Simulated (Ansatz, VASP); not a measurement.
# Rh in VASP and in Ansatz

INCAR

```
ALGO = Normal
EDIFF = 1E-7
ENCUT = 520
GGA = PE
ISIF = 2
ISMEAR = -1
LASPH = True
LCHARG = False
LREAL = False
LWAVE = False
NBANDS = 14
NELM = 80
PREC = Accurate
SIGMA = 0.1
```

File KPOINTS:

```
k-points
0
Gamma
  17 17 15
```

File POSCAR:

```
Rh
1.0
    2.4187067491      0.0000000000      0.0000000000
   -1.2093533745      2.0946614891      0.0000000000
    0.0000000000      0.0000000000      2.3028534377
Rh
1
Direct
    0.0000000000      0.0000000000      0.0000000000
```

Input for Ansatz:

```yaml
crystal:
  lattice:
    - [2.4187067491, 0.0, 0.0]
    - [-1.2093533745, 2.0946614891, 0.0]
    - [0.0, 0.0, 2.3028534377]
  atoms:
    - { symbol: Rh, position: [0.0, 0.0, 0.0] }
kpoints:
  mp_grid: { grid: [17, 17, 15] }
scf:
  occupations: { method: fermi_dirac, width: 0.1 }
hamiltonian:
  xc: pbe
  pseudopotentials: { kind: all_electron, lapw: { basis_error: 0.001 } }
output:
  forces: true
  stress: true
  eigenvalues: true
  populations: true
```

Change from the starting cell: volume scaled by 0.76, LAPW.

Alike in both runs: task single point; functional PBE; k mesh 17 × 17 × 15; occupations fermi-dirac, width 0.1 eV; no spin polarisation.

```csv
,VASP,Ansatz
version,VASP 6.6.1,Ansatz 0.2.0
potentials or method,"VASP PAW PBE potentials, release 64 (Rh_pv), cutoff 520 eV","all-electron LAPW, scalar-relativistic"
```

Ansatz gave:

| Item | Value |
| --- | --- |
| pressure (GPa) | 113.3 |
| traceless stress, the component that is largest in VASP (GPa) | 0.01 |

**Question.** Which values does VASP return?

**Answer.** Pressure (GPa): 114.0; traceless stress, the component that is largest in VASP (GPa): 0.17.

Both programs put the cell under a high pressure, so it lies far from rest at this level. Ansatz ran all-electron here, and VASP with PAW potentials.

Noted on VASP's run: the cell as given lies far from equilibrium.
